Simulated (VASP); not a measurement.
Set up this calculation in VASP 6.6.1, as the native input.

| Item | Value |
| --- | --- |
| Task | single point |
| Functional | PBEsol |
| Potentials or basis | VASP PAW PBE potentials, release 64 (Mg) |
| Cutoff | 520 eV |
| k mesh | 10 × 10 × 5 |
| Occupations | fermi-dirac, width 0.05 eV |
| Spin | no spin polarisation |
| Dipole correction | no |
| Further INCAR settings | ALGO = Fast; EDIFF = 1e-06; NBANDS = 9 |

The structure of Mg lies in POSCAR:

```
Mg
1.0
    3.2093000000     -0.0320930000      0.0000000000
   -1.6324433533      2.7953818284      0.0000000000
    0.0000000000      0.0000000000      5.2103000000
Mg
2
Direct
    0.6666666667      0.3333333333      0.7500000000
    0.3333333333      0.6666666667      0.2500000000
```

One way to write it, as run:

INCAR

```
SYSTEM = Mg
ALGO = Fast ; EDIFF = 1E-6
ENCUT = 520 ; GGA = PS
ISIF = 2 ; ISMEAR = -1
LASPH = .True. ; LCHARG = .False.
LREAL = .False. ; LWAVE = .False.
NBANDS = 9 ; NELM = 80
PREC = Accurate ; SIGMA = 0.05
```

KPOINTS

```
k-points
0
Gamma
  10 10 5
  0 0 0
```

Potentials or basis: VASP PAW PBE potentials, release 64 (Mg).

Launch:

```sh
$ cat potpaw_PBE.64/Mg/POTCAR > POTCAR
$ mpirun -np 1 vasp_std > vasp.out
```

It gave:

| Quantity | Value |
| --- | --- |
| Pressure | -1.1 GPa |
| Largest force | 0.015 eV/Å |
| Band gap on the k mesh | zero (band 2 reaches 3.24 eV, above the bottom of band 3 at 1.29 eV) |

Caveat: the PAW data sets were made with another functional, which shifts forces and pressure a little.

Run time: 14 s on 1 thread of Intel(R) Xeon(R) 6975P-C (Granite Rapids), with other jobs on the host, peak memory 0.19 GiB.
